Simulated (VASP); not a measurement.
# Os (P6_3/mmc) in VASP: notebook

The runs below take Os through single point, with r2SCAN+D3(BJ), BLYP, r2SCAN0, r2SCANh, PBE.

All numbers are computed with VASP 6.6.1; they aren't measurements. Logs are shortened: lines on timing, memory, paths and dates and some standing lists are left out, and cuts for length are marked.

## 1. The cell of the first run

The structure is hexagonal, space group P6_3/mmc (No. 194). Conventional cell: a = 2.716 Å, b = 2.716 Å, c = 4.291 Å, α = 90.00°, β = 90.00°, γ = 120.00°. Within 3.5 Å of Os (site symmetry -6m2) lie 12 Os at 2.66 to 2.72 Å.

## 2. Single point, r2SCAN+D3(BJ)

File POSCAR:

```
Os
1.0
    2.7157497827      0.0000000000      0.0000000000
   -1.3578748913      2.3519083021      0.0000000000
    0.0000000000      0.0000000000      4.2907078513
Os
2
Direct
    0.6666666667      0.3333333333      0.7500000000
    0.3333333333      0.6666666667      0.2500000000
```

File INCAR.step1:

```
PREC = Accurate ; ENCUT = 520
ISMEAR = -1 ; SIGMA = 0.05
LREAL = F ; LASPH = T
NELM = 60 ; NBANDS = 15
GGA = PE ; ALGO = Normal
EDIFF = 1E-4 ; LWAVE = T
LCHARG = F
```

File INCAR.step2:

```
PREC = Accurate ; ENCUT = 520
EDIFF = 1E-6 ; ISMEAR = -1
SIGMA = 0.05 ; LREAL = F
LASPH = T ; NELM = 60
ALGO = Normal ; ISIF = 2
LWAVE = F ; LCHARG = F
METAGGA = R2SCAN ; LMIXTAU = T
IVDW = 12 ; VDW_S6 = 1.0
VDW_S8 = 0.78981345 ; VDW_A1 = 0.49484001
VDW_A2 = 5.73083694 ; NBANDS = 15
ISTART = 1
```

File KPOINTS:

```
Automatic mesh
0
Gamma
  11 11 6
```

Potentials or basis: VASP PAW PBE potentials, release 64 (Os).

The run is started by

```bash
$ cat potpaw_PBE.64/Os/POTCAR > POTCAR
$ cp INCAR.step1 INCAR
$ mpirun -np 1 vasp_std > vasp.out
$ cp INCAR.step2 INCAR
$ mpirun -np 1 vasp_std > vasp.out
```

OUTCAR:

```text
PREC = Accurate
   ENCUT = 520
   EDIFF = 1E-6
   ISMEAR = -1
   LREAL = F
   LASPH = T
   NELM = 60
   ISIF = 2
   METAGGA = R2SCAN
   IVDW = 12
   ISTART = 1
 IVDW          = 12

 ion  position               nearest neighbor table
   1  0.667  0.333  0.750-   2 2.66   2 2.66   2 2.66   2 2.66   2 2.66   2 2.66
   2  0.333  0.667  0.250-   1 2.66   1 2.66   1 2.66   1 2.66   1 2.66   1 2.66

  LATTYP: Found a hexagonal cell.
 ALAT       =     2.7157497827
 C/A-ratio  =     1.5799348963

  Lattice vectors:

 A1 = (   2.7157497827,   0.0000000000,   0.0000000000)
 A2 = (  -1.3578748913,   2.3519083021,   0.0000000000)
 A3 = (   0.0000000000,   0.0000000000,   4.2907078513)

Analysis of symmetry for initial positions (statically):
=====================================================================
 Subroutine PRICEL returns:
 Original cell was already a primitive cell.

 Routine SETGRP: Setting up the symmetry group for a
 hexagonal supercell.

 Subroutine GETGRP returns: Found 24 space group operations
 (whereof 12 operations were pure point group operations)
 out of a pool of 24 trial point group operations.

The static configuration has the point symmetry D_3d.
 The point group associated with its full space group is D_6h.

Analysis of symmetry for dynamics (positions and initial velocities):
=====================================================================
 Subroutine PRICEL returns:
 Original cell was already a primitive cell.

 Routine SETGRP: Setting up the symmetry group for a
 hexagonal supercell.

 Subroutine GETGRP returns: Found 24 space group operations
 (whereof 12 operations were pure point group operations)
 out of a pool of 24 trial point group operations.

The dynamic configuration has the point symmetry D_3d.
 The point group associated with its full space group is D_6h.

 Subroutine INISYM returns: Found 24 space group operations
 (whereof 12 operations are pure point group operations),
 and found     1 'primitive' translations

----------------------------------------------------------------------------------------

                                     Primitive cell

  volume of cell :      27.4056

  direct lattice vectors                    reciprocal lattice vectors
     2.715749783  0.000000000  0.000000000     0.368222436  0.212593322  0.000000000
    -1.357874891  2.351908302  0.000000000     0.000000000  0.425186645  0.000000000
     0.000000000  0.000000000  4.290707851     0.000000000  0.000000000  0.233061778

  length of vectors
     2.715749783  2.715749783  4.290707851     0.425186645  0.425186645  0.233061778

  position of ions in fractional coordinates (direct lattice)
[... 91 lines left out ...]
   NUPDOWN=      -1.0000    fix difference up-down
   EMIN   =  10.00;   EMAX   =-10.00  energy-range for DOS
   EFERMI =   0.00;   METHOD = LEGACY
   ISMEAR =    -1;   SIGMA  =   0.05  broadening in eV -4-tet -1-fermi 0-gaus
   EFERMI_NEDOS =   21; number of points for ismear=-14 and -15
   IALGO  =     38    algorithm
   IMIX   =      4    mixing-type and parameters
     AMIX     =   0.40;   BMIX     =  1.00
     AMIX_MAG =   1.60;   BMIX_MAG =  1.00
  volume/ion in A,a.u.               =      13.70        92.47
  Fermi-wavevector in a.u.,A,eV,Ry     =   1.368259  2.585635 25.471929  1.872134
  Thomas-Fermi vector in A             =   2.494239
   LORBIT       =      0    0 simple, 1 ext, 2 COOP (PROOUT), +10 PAW based schemes
   METAGGA = R2SCAN    functional components
   LHFCALC =     F    Hartree Fock is set to
   AEXX    =    0.0000 exact exchange contribution
   IVDW    =    12    specifies the selected vdW correction
   LEPSILON=     F    determine dielectric tensor
   LRPA    =     F    only Hartree local field effects (RPA)
 non-spin polarized calculation
  energy-cutoff  :      520.00
  volume of cell :       27.41
 maximum number of plane-waves:       752
   NGX = 11   NGY = 11   NGZ = 15

 number of electron      15.9999998 magnetization

 Free energy of the ion-electron system (eV)
  ---------------------------------------------------
  ext. energy  EPLUGINS =         0.00000000
  ---------------------------------------------------
  free energy    TOTEN  =      -105.97234029 eV

  energy without entropy =     -105.96030283  energy(sigma->0) =     -105.96632156

 E-fermi :   9.5288     XC(G=0): -15.5265

 val. band max:        9.5042139874   @ k =   0.0909   0.0000   0.3333
 cond. band min:       9.5879475746   @ k =   0.3636   0.0909   0.3333
 fundamental gap:      0.0837335872
 Fermi energy:         9.5288339630

 k-point     1 :       0.0000    0.0000    0.0000
  band No.  band energies     occupation
      1      -2.0475      2.00000
      2       1.2365      2.00000
      3       6.3104      2.00000
      4       6.3104      2.00000
      5       6.5829      2.00000
      6       7.2087      2.00000
      7       7.2087      2.00000
      8       7.8918      2.00000
      9       7.8918      2.00000
     10       9.5900      0.45462
     11      11.3871      0.00000
     12      11.3871      0.00000
     13      19.4076      0.00000
     14      24.3479      0.00000
[... 401 lines left out ...]
      2       2.9491      2.00000
      3       4.4548      2.00000
      4       4.6879      2.00000
      5       6.0290      2.00000
      6       6.6938      2.00000
      7       7.3142      2.00000
      8       8.3485      2.00000
      9       8.9982      1.99995
     10       9.4061      1.84167
     11      11.8565      0.00000
     12      15.5354      0.00000
     13      20.9119      0.00000
     14      25.6643      0.00000
     15      26.7976      0.00000

 [... further k-points ...]

------------------------ aborting loop because EDIFF is reached ----------------------------------------

 Edisp (eV)   -0.62649

 E8    (eV) :    -0.2478

  FORCE on cell =-STRESS in cart. coord.  units (eV):
  Direction    XX          YY          ZZ          XY          YZ          ZX
  --------------------------------------------------------------------------------------
  -------------------------------------------------------------------------------------
  Total       1.34336     1.34336     1.35043     0.00000     0.00000     0.00000
  in kB      78.53484    78.53484    78.94829     0.00000     0.00000     0.00000
  external pressure =       78.67 kB  Pullay stress =        0.00 kB

 VOLUME and BASIS-vectors are now :
 -----------------------------------------------------------------------------
  energy-cutoff  :      520.00
  volume of cell :       27.41
      direct lattice vectors                 reciprocal lattice vectors
     2.715749783  0.000000000  0.000000000     0.368222436  0.212593322  0.000000000
    -1.357874891  2.351908302  0.000000000     0.000000000  0.425186645  0.000000000
     0.000000000  0.000000000  4.290707851     0.000000000  0.000000000  0.233061778

 POSITION                                       TOTAL-FORCE (eV/Angst)
 -----------------------------------------------------------------------------------
      1.35787      0.78397      3.21803         0.000000      0.000000      0.000000
     -0.00000      1.56794      1.07268        -0.000000     -0.000000      0.000000
 -----------------------------------------------------------------------------------
    total drift:                                0.000000     -0.000000     -0.000000

  FREE ENERGIE OF THE ION-ELECTRON SYSTEM (eV)
  ---------------------------------------------------
  free  energy   TOTEN  =      -106.5988277626 eV

  energy  without entropy=     -106.5867902949  energy(sigma->0) =     -106.59280903
```

It took 50 s on 1 thread of AMD EPYC 7R13 (Zen 3), shared host; peak memory 0.13 GiB.

What came out:

```yaml
Free_energy: -106.5988 eV
Pressure: 7.9 GPa
Band_gap_on_the_k_mesh: zero (band 8 reaches 11.83 eV, above the bottom of band 9 at 7.65 eV)
Dispersion_energy_per_atom: -0.313 eV
```

Caveat: the PAW data sets were made with another functional, which shifts forces and pressure a little; spin-orbit coupling is left out, which moves the levels of the heavy elements; pairwise dispersion overbinds metals, which lowers pressure and volume.

## 3. Single point, BLYP

This run uses another cell than the first one, of 13.98 Å³/atom, 1.020 times its volume.

File INCAR:

```
PREC = Accurate
ENCUT = 500
EDIFF = 1E-6
ISMEAR = -1
SIGMA = 0.05
LREAL = False
LASPH = True
NELM = 120
ALGO = Normal
ISIF = 2
LWAVE = False
LCHARG = True
GGA = B5
ALDAX = 1.0
AGGAX = 1.0
AGGAC = 1.0
ALDAC = 0.0
LELF = True
LVHAR = True
NBANDS = 23
GGA_COMPAT = False
```

File KPOINTS:

```
Automatic mesh
0
Gamma
  6 6 4
```

File POSCAR:

```
Os
1.0
    2.7341000000      0.0000000000      0.0000000000
   -1.3670500000      2.3678000565      0.0000000000
    0.0000000000      0.0000000000      4.3197000000
Os
2
Direct
    0.6666666667      0.3333333333      0.7500000000
    0.3333333333      0.6666666667      0.2500000000
```

Potentials or basis: VASP PAW PBE potentials, release 64 (Os_sv_GW).

The run is started by

```bash
$ cat potpaw_PBE.64/Os_sv_GW/POTCAR > POTCAR
$ mpirun -np 1 vasp_std > vasp.out
```

OUTCAR:

```text
PREC = Accurate
   ENCUT = 500
   EDIFF = 1E-6
   ISMEAR = -1
   LREAL = False
   LASPH = True
   NELM = 120
   ISIF = 2
   GGA = B5

 ion  position               nearest neighbor table
   1  0.667  0.333  0.750-   2 2.68   2 2.68   2 2.68   2 2.68   2 2.68   2 2.68
   2  0.333  0.667  0.250-   1 2.68   1 2.68   1 2.68   1 2.68   1 2.68   1 2.68

  LATTYP: Found a hexagonal cell.
 ALAT       =     2.7341000000
 C/A-ratio  =     1.5799348963

  Lattice vectors:

[... 727 lines left out ...]
     23      25.9410      0.00000

------------------------ aborting loop because EDIFF is reached ----------------------------------------

  FORCE on cell =-STRESS in cart. coord.  units (eV):
  Direction    XX          YY          ZZ          XY          YZ          ZX
  --------------------------------------------------------------------------------------
  -------------------------------------------------------------------------------------
  Total        4.9363252      4.9363252      3.7090552      0.0000000      0.0000000      0.0000000
  in kB      282.8142844    282.8142844    212.5009503      0.0000000      0.0000000      0.0000000
  external PRESSURE =     259.3765063 kB  Pullay stress =       0.0000000 kB

 VOLUME and BASIS-vectors are now :
 -----------------------------------------------------------------------------
  energy-cutoff  :      500.00
  volume of cell :       27.96
      direct lattice vectors                 reciprocal lattice vectors
     2.734100000  0.000000000  0.000000000     0.365751070  0.211166479  0.000000000
    -1.367050000  2.367800057  0.000000000     0.000000000  0.422332957  0.000000000
     0.000000000  0.000000000  4.319700000     0.000000000  0.000000000  0.231497558

 POSITION                                       TOTAL-FORCE (eV/Angst)
 -----------------------------------------------------------------------------------
      1.36705      0.78927      3.23977        -0.000000      0.000000      0.000000
     -0.00000      1.57853      1.07993         0.000000      0.000000      0.000000
 -----------------------------------------------------------------------------------
    total drift:                               -0.000000      0.000000     -0.000000

  FREE ENERGIE OF THE ION-ELECTRON SYSTEM (eV)
  ---------------------------------------------------
  free  energy   TOTEN  =       -21.3268894754 eV

  energy  without entropy=      -21.3062340098  energy(sigma->0) =      -21.31656174
```

stdout:

```text
POSCAR found type information on POSCAR Os
 POSCAR found :  1 types and       2 ions
 scaLAPACK will be used
 -----------------------------------------------------------------------------
|                                                                             |
|                                                                             |
|     You enforced a specific xc type in the INCAR file but a different       |
|     I HOPE YOU KNOW WHAT YOU ARE DOING!                                     |
|                                                                             |
 -----------------------------------------------------------------------------

 LDA part: xc-table for (Slater(with rela. corr.)+VWN5), standard interpolation
 POSCAR, INCAR and KPOINTS ok, starting setup
 FFT: planning ... GRIDC
 FFT: planning ... GRID_SOFT
 FFT: planning ... GRID
 WAVECAR not read
 entering main loop
```

It took 17 s on 1 thread of Intel Xeon Platinum 8488C (Sapphire Rapids), shared host; peak memory 0.14 GiB.

Results:

- Free energy: -21.3269 eV
- Pressure: 25.9 GPa
- Band gap on the k mesh: zero (band 16 reaches 16.38 eV, above the bottom of band 17 at 12.78 eV)

Stress tensor (GPa, compression positive):
```
28.28  0.00  0.00
 0.00 28.28  0.00
 0.00  0.00 21.25
```

Caveat: the k points lie up to 0.44 Å⁻¹ apart; the PAW data sets were made with another functional, which shifts forces and pressure a little; spin-orbit coupling is left out, which moves the levels of the heavy elements.

## 4. Single point, r2SCAN0

This run uses another cell than the first one, of 13.98 Å³/atom, 1.020 times its volume.

POSCAR is that of step 3.

File INCAR.step1:

```
ALGO = Normal ; EDIFF = 1E-5
ENCUT = 520 ; GGA = PE
ISIF = 2 ; ISMEAR = -1
LASPH = T ; LCHARG = F
LREAL = F ; LWAVE = T
NBANDS = 15 ; NELM = 80
PREC = Accurate ; SIGMA = 0.05
```

File INCAR.step2:

```
AEXX = 0.25 ; ALGO = Normal
EDIFF = 1E-7 ; ENCUT = 520
ISIF = 2 ; ISMEAR = -1
ISTART = 1 ; LASPH = T
LCHARG = F ; LHFCALC = T
LMIXTAU = T ; LREAL = F
LWAVE = F ; METAGGA = R2SCAN
NBANDS = 15 ; NELM = 80
PREC = Accurate ; PRECFOCK = Normal
SIGMA = 0.05
```

File KPOINTS:

```
k-points
0
Gamma
  6 6 3
```

Potentials or basis: VASP PAW PBE potentials, release 64 (Os).

The run is started by

```bash
$ cat potpaw_PBE.64/Os/POTCAR > POTCAR
$ cp INCAR.step1 INCAR
$ mpirun -np 1 vasp_std > vasp.out
$ cp INCAR.step2 INCAR
$ mpirun -np 1 vasp_std > vasp.out
```

It took 16 min on 1 thread of Intel Xeon Platinum 8375C at 2.90GHz (Ice Lake), shared host; peak memory 0.16 GiB.

It converged, with:

```
Free energy            : -91.4448 eV
Pressure               : -8.1 GPa
Band gap on the k mesh : zero (band 8 reaches 11.95 eV, above the bottom of band 9 at 6.63 eV)
```

Stress tensor (GPa, compression positive):
```
 -5.75   0.00   0.00
  0.00  -5.75   0.00
  0.00   0.00 -12.71
```

Levels at points of the mesh, in eV from the Fermi level:
```
           k point  band 6  band 7  band 8  band 9  band 10  band 11
(0.00, 0.00, 0.00)   -3.05   -3.05   -2.35   -2.35    -0.52     2.48
(0.50, 0.00, 0.00)   -3.47   -2.52    2.98    3.60     3.60     5.69
```

Caveat: the k points lie up to 0.48 Å⁻¹ apart; the PAW data sets were made with another functional, which shifts forces and pressure a little; spin-orbit coupling is left out, which moves the levels of the heavy elements.

## 5. Single point, r2SCANh

This run uses another cell than the first one, of 13.98 Å³/atom, 1.020 times its volume.

POSCAR is that of step 4.

File INCAR.step1:

```
SYSTEM = Os
PREC = Accurate ; ENCUT = 520
EDIFF = 1E-5 ; ISMEAR = -1
SIGMA = 0.05 ; LREAL = .FALSE.
LASPH = .TRUE. ; NELM = 80
ALGO = Normal ; ISIF = 2
LWAVE = .TRUE. ; LCHARG = .FALSE.
GGA = PE ; NBANDS = 15
```

File INCAR.step2:

```
SYSTEM = Os
PREC = Accurate ; ENCUT = 520
EDIFF = 1E-6 ; ISMEAR = -1
SIGMA = 0.05 ; LREAL = .FALSE.
LASPH = .TRUE. ; NELM = 80
ALGO = Normal ; ISIF = 2
LWAVE = .FALSE. ; LCHARG = .FALSE.
METAGGA = R2SCAN ; LHFCALC = .TRUE.
AEXX = 0.1 ; LMIXTAU = .TRUE.
PRECFOCK = Normal ; ISTART = 1
NBANDS = 15
```

File KPOINTS:

```
regular mesh
0
G
  6 6 3
  0 0 0
```

The run is started by

```bash
$ cat potpaw_PBE.64/Os/POTCAR > POTCAR
$ cp INCAR.step1 INCAR
$ mpirun -np 1 vasp_std > vasp.out
$ cp INCAR.step2 INCAR
$ mpirun -np 1 vasp_std > vasp.out
```

It took 15 min on 1 thread of Intel Xeon Platinum 8375C at 2.90GHz (Ice Lake), shared host; peak memory 0.17 GiB.

It converged, with:

```yaml
Free_energy: -100.0929 eV
Pressure: -1.5 GPa
Band_gap_on_the_k_mesh: zero (band 8 reaches 11.62 eV, above the bottom of band 9 at 7.24 eV)
```

Stress tensor (GPa, compression positive):
```
 0.43  0.00  0.00
 0.00  0.43  0.00
 0.00  0.00 -5.23
```

Levels at points of the mesh, in eV from the Fermi level:
| k point | band 4 | band 5 | band 6 | band 7 | band 8 | band 9 | band 10 | band 11 | band 12 | band 13 |
| --- | --- | --- | --- | --- | --- | --- | --- | --- | --- | --- |
| (0.00, 0.00, 0.00) | -3.52 | -3.19 | -2.63 | -2.63 | -1.95 | -1.95 | -0.22 | 2.02 | 2.02 | 10.13 |
| (0.50, 0.00, 0.00) | -4.12 | -3.34 | -3.04 | -2.20 | 2.44 | 3.03 | 3.10 | 5.01 | 6.41 | 10.36 |

Caveat: the k points lie up to 0.48 Å⁻¹ apart; the PAW data sets were made with another functional, which shifts forces and pressure a little; spin-orbit coupling is left out, which moves the levels of the heavy elements.

## 6. Single point, PBE

This run uses another cell than the first one, of 13.98 Å³/atom, 1.020 times its volume.

File INCAR:

```
SYSTEM = Os
ALGO = Normal
EDIFF = 1E-6
ENCUT = 600
GGA = PE
GGA_COMPAT = .False.
ISIF = 2
ISMEAR = 1
LASPH = .True.
LCHARG = .False.
LREAL = .False.
LWAVE = .False.
NBANDS = 15
NELM = 120
PREC = Accurate
SIGMA = 0.1
```

File KPOINTS:

```
k-points
0
Gamma
  8 8 5
  0 0 0
```

POSCAR is that of step 5.

Potentials or basis: VASP PAW PBE potentials, release 64 (Os).

The run is started by

```bash
$ cat potpaw_PBE.64/Os/POTCAR > POTCAR
$ mpirun -np 1 vasp_std > vasp.out
```

It took 22 s on 1 thread of AMD EPYC 7R43 (Zen 3), shared host; peak memory 0.13 GiB.

Results (log left out):

```yaml
Free_energy: -22.5433 eV
Pressure: 8.3 GPa
Band_gap_on_the_k_mesh: zero (band 8 reaches 11.52 eV, above the bottom of band 9 at 7.78 eV)
```

Stress tensor (GPa, compression positive):
```
8.29 0.00 0.00
0.00 8.29 0.00
0.00 0.00 8.39
```

Levels at points of the mesh, in eV from the Fermi level:
| k point | band 5 | band 6 | band 7 | band 8 | band 9 | band 10 | band 11 | band 12 |
| --- | --- | --- | --- | --- | --- | --- | --- | --- |
| (0.00, 0.00, 0.00) | -2.52 | -1.93 | -1.93 | -1.29 | -1.29 | 0.30 | 1.97 | 1.97 |
| (0.50, 0.00, 0.00) | -2.63 | -2.30 | -1.60 | 2.33 | 2.89 | 3.00 | 4.70 | 6.00 |

Caveat: spin-orbit coupling is left out, which moves the levels of the heavy elements.

## 7. Summary

```csv
level,potentials or basis,cell,k mesh,cutoff (eV),smearing,second run,grid for exact exchange (PRECFOCK),gap on the mesh (eV),pressure (GPa)
r2SCAN+D3(BJ),"VASP PAW PBE potentials, release 64 (Os)","a = 2.716, b = 2.716, c = 4.291 Å, angles 90.0, 90.0, 120.0°, 2 atoms",11 × 11 × 6,520,fermi-dirac 0.05 eV,-,-,none,7.9
BLYP,"VASP PAW PBE potentials, release 64 (Os_sv_GW)","a = 2.734, b = 2.734, c = 4.320 Å, angles 90.0, 90.0, 120.0°, 2 atoms",6 × 6 × 4,500,fermi-dirac 0.05 eV,valence_matched,-,none,25.9
r2SCAN0,"VASP PAW PBE potentials, release 64 (Os)","a = 2.734, b = 2.734, c = 4.320 Å, angles 90.0, 90.0, 120.0°, 2 atoms",6 × 6 × 3,520,fermi-dirac 0.05 eV,-,Normal,none,-8.1
r2SCANh,"VASP PAW PBE potentials, release 64 (Os)","a = 2.734, b = 2.734, c = 4.320 Å, angles 90.0, 90.0, 120.0°, 2 atoms",6 × 6 × 3,520,fermi-dirac 0.05 eV,-,Normal,none,-1.5
PBE,"VASP PAW PBE potentials, release 64 (Os)","a = 2.734, b = 2.734, c = 4.320 Å, angles 90.0, 90.0, 120.0°, 2 atoms",8 × 8 × 5,600,methfessel-paxton 0.1 eV,-,-,none,8.3
```

Alike in all rows: task single point; no spin polarisation.

Caveats: some runs use coarse meshes; spin-orbit coupling is left out, which moves the levels of the heavy elements; the PAW data sets were made with another functional, which shifts forces and pressure a little (some runs); pairwise dispersion overbinds metals, which lowers pressure and volume (some runs).

Total energies depend on the potentials used, so only differences within one code and one set of settings carry meaning.
